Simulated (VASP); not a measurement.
# SiNi (rocksalt type) (Fm-3m) in VASP: a series of runs

SiNi (rocksalt type) is run at these levels: LDA; tasks: single point.

All numbers are computed with VASP 6.6.1; they aren't measurements. Logs are shortened: lines on timing, memory, paths and dates and some standing lists are left out, and cuts for length are marked.

### 1 The cell of the first run

The structure is cubic, space group Fm-3m (No. 225). The conventional cell has a = 3.804 Å, b = 3.804 Å, c = 3.804 Å, α = 90.00°, β = 90.00°, γ = 90.00°. Within 2.5 Å of Ni (site symmetry m-3m) lie 6 Si at 1.90 Å. Si (site symmetry m-3m) has 6 Ni at 1.90 Å within 2.5 Å.

### 2 Single point, LDA (6.88 Å³/atom)

File POSCAR:

```
SiNi
1.0
    0.0000000000      1.9019528413      1.9019528413
    1.9019528413      0.0000000000      1.9019528413
    1.9019528413      1.9019528413      0.0000000000
Ni Si
1 1
Direct
    0.0000000000      0.0000000000      0.0000000000
    0.5000000000      0.5000000000      0.5000000000
```

File INCAR.step1:

```
ALGO = Normal
EDIFF = 1E-6
ENCUT = 520
GGA = CA
ISIF = 2
ISMEAR = -1
LASPH = True
LCHARG = True
LMAXMIX = 4
LREAL = False
LWAVE = False
NBANDS = 14
NELM = 80
PREC = Accurate
SIGMA = 0.08
```

File KPOINTS.step1:

```
k-points
0
Gamma
  16 16 16
```

File INCAR.step2:

```
ALGO = Normal
EDIFF = 1E-6
ENCUT = 520
GGA = CA
ICHARG = 11
ISIF = 2
ISMEAR = -5
LASPH = True
LCHARG = False
LMAXMIX = 4
LORBIT = 11
LREAL = False
LWAVE = False
NBANDS = 14
NEDOS = 2001
NELM = 80
PREC = Accurate
SIGMA = 0.08
```

File KPOINTS.step2:

```
k-points
0
Gamma
  24 24 24
```

Potentials or basis: VASP PAW LDA potentials, release 64 (Ni, Si).

The run is started by

```
$ cat potpaw_LDA.64/Ni/POTCAR potpaw_LDA.64/Si/POTCAR > POTCAR
$ cp INCAR.step1 INCAR
$ cp KPOINTS.step1 KPOINTS
$ mpirun -np 1 vasp_std > vasp.out
$ cp INCAR.step2 INCAR
$ cp KPOINTS.step2 KPOINTS
$ mpirun -np 1 vasp_std > vasp.out
```

OUTCAR:

```text
EDIFF = 1E-6
   ENCUT = 520
   GGA = CA
   ICHARG = 11
   ISIF = 2
   ISMEAR = -5
   LASPH = True
   LORBIT = 11
   LREAL = False
   NELM = 80
   PREC = Accurate

 ion  position               nearest neighbor table
   1  0.000  0.000  0.000-   2 1.90   2 1.90   2 1.90   2 1.90   2 1.90   2 1.90
   2  0.500  0.500  0.500-   1 1.90   1 1.90   1 1.90   1 1.90   1 1.90   1 1.90

  LATTYP: Found a face centered cubic cell.
 ALAT       =     3.8039056826

  Lattice vectors:

 A1 = (   0.0000000000,   1.9019528413,   1.9019528413)
 A2 = (   1.9019528413,   0.0000000000,   1.9019528413)
 A3 = (   1.9019528413,   1.9019528413,   0.0000000000)

Analysis of symmetry for initial positions (statically):
=====================================================================
 Subroutine PRICEL returns:
 Original cell was already a primitive cell.

 Routine SETGRP: Setting up the symmetry group for a
 face centered cubic supercell.

 Subroutine GETGRP returns: Found 48 space group operations
 (whereof 48 operations were pure point group operations)
 out of a pool of 48 trial point group operations.

The static configuration has the point symmetry O_h .

Analysis of symmetry for dynamics (positions and initial velocities):
=====================================================================
 Subroutine PRICEL returns:
 Original cell was already a primitive cell.

 Routine SETGRP: Setting up the symmetry group for a
 face centered cubic supercell.

 Subroutine GETGRP returns: Found 48 space group operations
 (whereof 48 operations were pure point group operations)
 out of a pool of 48 trial point group operations.

The dynamic configuration has the point symmetry O_h .

 Subroutine INISYM returns: Found 48 space group operations
 (whereof 48 operations are pure point group operations),
 and found     1 'primitive' translations

----------------------------------------------------------------------------------------

                                     Primitive cell

  volume of cell :      13.7603

  direct lattice vectors                    reciprocal lattice vectors
     0.000000000  1.901952841  1.901952841    -0.262887696  0.262887696  0.262887696
     1.901952841  0.000000000  1.901952841     0.262887696 -0.262887696  0.262887696
     1.901952841  1.901952841  0.000000000     0.262887696  0.262887696 -0.262887696

  length of vectors
     2.689767503  2.689767503  2.689767503     0.455334846  0.455334846  0.455334846

  position of ions in fractional coordinates (direct lattice)
     0.000000000  0.000000000  0.000000000
     0.500000000  0.500000000  0.500000000

  ion indices of the primitive-cell ions
   primitive index   ion index
                 1           1
                 2           2

----------------------------------------------------------------------------------------

 KPOINTS: k-points

Automatic generation of k-mesh.
 Grid dimensions read from file:
 generate k-points for:   24   24   24

 Generating k-lattice:

  Cartesian coordinates                     Fractional coordinates (reciprocal lattice)
    -0.010953654  0.010953654  0.010953654     0.041666667  0.000000000  0.000000000
     0.010953654 -0.010953654  0.010953654     0.000000000  0.041666667  0.000000000
     0.010953654  0.010953654 -0.010953654     0.000000000  0.000000000  0.041666667

  Length of vectors
     0.018972285  0.018972285  0.018972285

  Shift w.r.t. Gamma in fractional coordinates (k-lattice)
     0.000000000  0.000000000  0.000000000

 TETIRR: Found   1864 inequivalent tetrahedra from    82944

 Subroutine IBZKPT returns following result:
 ===========================================

 Found    413 irreducible k-points:

 Following reciprocal coordinates:
            Coordinates               Weight
  0.000000  0.000000  0.000000      1.000000
  0.041667  0.000000  0.000000      8.000000
  0.083333  0.000000  0.000000      8.000000
  0.125000  0.000000  0.000000      8.000000
  0.166667  0.000000  0.000000      8.000000
  0.208333  0.000000  0.000000      8.000000
[... 16 lines left out ...]
  0.416667  0.041667  0.000000     24.000000
  0.458333  0.041667  0.000000     24.000000
 [... further k-points ...]
   k-points           NKPTS =    413   k-points in BZ     NKDIM =    413   number of bands    NBANDS=     14
   number of dos      NEDOS =   2001   number of ions     NIONS =      2
   total plane-waves  NPLWV =   8000
   dimension x,y,z NGX =    20 NGY =   20 NGZ =   20
   dimension x,y,z NGXF=    40 NGYF=   40 NGZF=   40
   ions per type =               1   1
   NGX,Y,Z   is equivalent  to a cutoff of  12.36, 12.36, 12.36 a.u.
   NGXF,Y,Z  is equivalent  to a cutoff of  24.72, 24.72, 24.72 a.u.
 SYSTEM =  unknown system
   PREC   = accura    normal or accurate (medium, high low for compatibility)
   ISTART =      0    job   : 0-new  1-cont  2-samecut
   ICHARG =     11    charge: 1-file 2-atom 10-const
   ISPIN  =      1    spin polarized calculation?
   LNONCOLLINEAR =      F non collinear calculations
   LSORBIT =      F    spin-orbit coupling
   LASPH  =      T    aspherical Exc in radial PAW
   ENCUT  =  520.0 eV  38.22 Ry    6.18 a.u.   5.00  5.00  5.00*2*pi/ulx,y,z
   NELM   =     80;   NELMIN=  2; NELMDL=  0     # of ELM steps
   EDIFF  = 0.1E-05   stopping-criterion for ELM
   LREAL  =      F    real-space projection
   EDIFFG = 0.1E-04   stopping-criterion for IOM
   NSW    =      0    number of steps for IOM
   IBRION =     -1    ionic relax: 0-MD 1-quasi-New 2-CG
   NFREE  =      0    steps in history (QN), initial steepest desc. (CG)
   ISIF   =      2    stress and relaxation
   ISYM   =      2    0-nonsym 1-usesym 2-fastsym
   POTIM  = 0.5000    time-step for ionic-motion
   TEBEG  =    0.0;   TEEND  =   0.0 temperature during run
   PSTRESS=    0.0 pullay stress
   NELECT =      14.0000    total number of electrons
   NUPDOWN=      -1.0000    fix difference up-down
   EMIN   =  10.00;   EMAX   =-10.00  energy-range for DOS
   EFERMI =   0.00;   METHOD = LEGACY
   ISMEAR =    -5;   SIGMA  =   0.08  broadening in eV -4-tet -1-fermi 0-gaus
   EFERMI_NEDOS =   21; number of points for ismear=-14 and -15
   IALGO  =     38    algorithm
   IMIX   =      4    mixing-type and parameters
     AMIX     =   0.40;   BMIX     =  1.00
     AMIX_MAG =   1.60;   BMIX_MAG =  1.00
  volume/ion in A,a.u.               =       6.88        46.43
  Fermi-wavevector in a.u.,A,eV,Ry     =   1.646548  3.111525 36.887038  2.711121
  Thomas-Fermi vector in A             =   2.736158
   LORBIT       =     11    0 simple, 1 ext, 2 COOP (PROOUT), +10 PAW based schemes
   GGA     = CA    functional components
   LHFCALC =     F    Hartree Fock is set to
   AEXX    =    0.0000 exact exchange contribution
   IVDW    =     0    specifies the selected vdW correction
   LEPSILON=     F    determine dielectric tensor
   LRPA    =     F    only Hartree local field effects (RPA)
 non-spin polarized calculation
 Fermi weights with tetrahedron method with Bloechl corrections
  energy-cutoff  :      520.00
  volume of cell :       13.76
 maximum number of plane-waves:       388

 number of electron      13.9999990 magnetization

 Free energy of the ion-electron system (eV)
  ---------------------------------------------------
  ext. energy  EPLUGINS =         0.00000000
  ---------------------------------------------------
  free energy    TOTEN  =        -5.02973354 eV

  energy without entropy =       -5.02973354  energy(sigma->0) =       -5.02973354

 E-fermi :  21.4489     XC(G=0): -15.4441

 val. band max:       21.4521924393   @ k =   0.4167   0.3750   0.0000
 cond. band min:      21.3471533742   @ k =   0.5000   0.3750   0.1250
 fundamental gap:     -0.1050390650
 Fermi energy:        21.4489255170

 k-point     1 :       0.0000    0.0000    0.0000
  band No.  band energies     occupation
      1       2.5800      2.00000
      2      14.4378      2.00000
      3      14.4378      2.00000
      4      14.4378      2.00000
      5      14.8193      2.00000
      6      14.8193      2.00000
      7      29.0392      0.00000
      8      29.0392      0.00000
      9      29.0392      0.00000
     10      33.2259      0.00000
     11      34.1110      0.00000
     12      34.1110      0.00000
     13      34.1110      0.00000
     14      41.3645      0.00000

 k-point     2 :       0.0417    0.0000    0.0000
  band No.  band energies     occupation
      1       2.6361      2.00000
      2      14.3986      2.00000
      3      14.4567      2.00000
      4      14.4567      2.00000
      5      14.8087      2.00000
      6      14.8087      2.00000
      7      28.7469      0.00000
      8      29.0503      0.00000
      9      29.0503      0.00000
     10      32.6989      0.00000
     11      34.1525      0.00000
     12      34.1525      0.00000
     13      34.8987      0.00000
     14      40.8433      0.00000

 k-point     3 :       0.0833    0.0000    0.0000
  band No.  band energies     occupation
      1       2.8038      2.00000
      2      14.2830      2.00000
      3      14.4932      2.00000
      4      14.4932      2.00000
      5      14.7985      2.00000
      6      14.7985      2.00000
      7      27.9420      0.00000
      8      29.0796      0.00000
      9      29.0796      0.00000
     10      32.1922      0.00000
     11      34.2658      0.00000
     12      34.2658      0.00000
     13      36.0955      0.00000
     14      39.8460      0.00000
[... 324 lines left out ...]
 k-point    23 :       0.4167    0.0417    0.0000
  band No.  band energies     occupation
      1       7.3003      2.00000
      2      11.2430      2.00000
      3      13.6196      2.00000
      4      13.7112      2.00000
      5      16.4656      2.00000
      6      16.5780      2.00000
      7      19.5687      2.00000
      8      27.8583      0.00000
      9      28.8327      0.00000
     10      30.1428      0.00000
     11      32.2815      0.00000
     12      32.8453      0.00000
     13      39.6897      0.00000
     14      40.8792      0.00000

 k-point    24 :       0.4583    0.0417    0.0000
  band No.  band energies     occupation
      1       8.1134      2.00000
      2      10.5613      2.00000
      3      13.5662      2.00000
      4      13.6425      2.00000
      5      16.6589      2.00000
      6      16.7192      2.00000
      7      19.0997      2.00000
      8      27.8984      0.00000
      9      28.3966      0.00000
     10      30.0212      0.00000
     11      32.3201      0.00000
     12      32.5250      0.00000
     13      40.3803      0.00000
     14      41.0332      0.00000

 [... further k-points ...]
[... 5 lines left out ...]
  --------------------------------------------------------------------------------------
  -------------------------------------------------------------------------------------
  Total       31.4354169     31.4354169     31.4354169      0.0000000      0.0000000      0.0000000
  in kB     3660.1642740   3660.1642740   3660.1642740      0.0000000      0.0000000      0.0000000
  external PRESSURE =    3660.1642740 kB  Pullay stress =       0.0000000 kB

 VOLUME and BASIS-vectors are now :
 -----------------------------------------------------------------------------
  energy-cutoff  :      520.00
  volume of cell :       13.76
      direct lattice vectors                 reciprocal lattice vectors
     0.000000000  1.901952841  1.901952841    -0.262887696  0.262887696  0.262887696
     1.901952841  0.000000000  1.901952841     0.262887696 -0.262887696  0.262887696
     1.901952841  1.901952841  0.000000000     0.262887696  0.262887696 -0.262887696

 POSITION                                       TOTAL-FORCE (eV/Angst)
 -----------------------------------------------------------------------------------
      0.00000      0.00000      0.00000         0.000000      0.000000     -0.000000
      1.90195      1.90195      1.90195         0.000000     -0.000000      0.000000
 -----------------------------------------------------------------------------------
    total drift:                                0.000000     -0.000000     -0.000000

  FREE ENERGIE OF THE ION-ELECTRON SYSTEM (eV)
  ---------------------------------------------------
  free  energy   TOTEN  =        -5.0297335371 eV

  energy  without entropy=       -5.0297335371  energy(sigma->0) =       -5.02973354

 total charge

# of ion       s       p       d       tot
------------------------------------------
    1        1.012   1.271   9.224  11.507
    2        0.884   1.366   0.000   2.251
--------------------------------------------------
tot          1.897   2.637   9.224  13.758
```

Run time: 2 min. Hardware: 1 thread of Intel Xeon 8259CL, shared host; peak memory 0.16 GiB.

What came out:

| Quantity | Value |
| --- | --- |
| Valence electrons inside the program's atomic spheres | Ni 11.51; Si 2.25 |

Caveat: tetrahedron occupations give inexact forces and stress in metals. Spin polarisation is off, so any magnetic state and its effect on volume and gap are missing.

(Part 1 of 2 ends here.)
